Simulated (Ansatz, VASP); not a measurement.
# Sb in VASP and in Ansatz

```
CELL_PARAMETERS angstrom
2.14698 1.23956 3.66487
-2.14698 1.23956 3.66487
0.00000 -2.47912 3.66487
ATOMIC_POSITIONS crystal
Sb 0.23547 0.23547 0.23547
Sb 0.76453 0.76453 0.76453
```

Alike in both runs: functional LDA; k mesh 9 × 9 × 9; occupations fermi-dirac, width 0.05 eV; no spin polarisation.

Ansatz relaxed the structure, and its values are those at the end. VASP's run is a single point on that final structure, the one shown.

|  | VASP | Ansatz |
| --- | --- | --- |
| version | VASP 6.6.1 | Ansatz 0.2.0 |
| potentials or method | VASP PAW LDA potentials, release 64 (Sb), cutoff 520 eV | plane waves, PAW |
| valence electrons in the cell | 10 | 30 |

VASP gave:

* pressure (GPa): 0.3
* rms of the force components (eV/Å): 0.042

Q: Which values does Ansatz return?

A: Pressure (GPa): 0.0; rms of the force components (eV/Å): 0.004.

LDA's correlation is that of Perdew and Zunger in VASP and of Perdew and Wang (1992) in Ansatz. VASP's potentials hold 10 valence electrons a cell and Ansatz's 30, so a difference there can come from the potentials and not from the codes.

Spin-orbit coupling is off throughout.
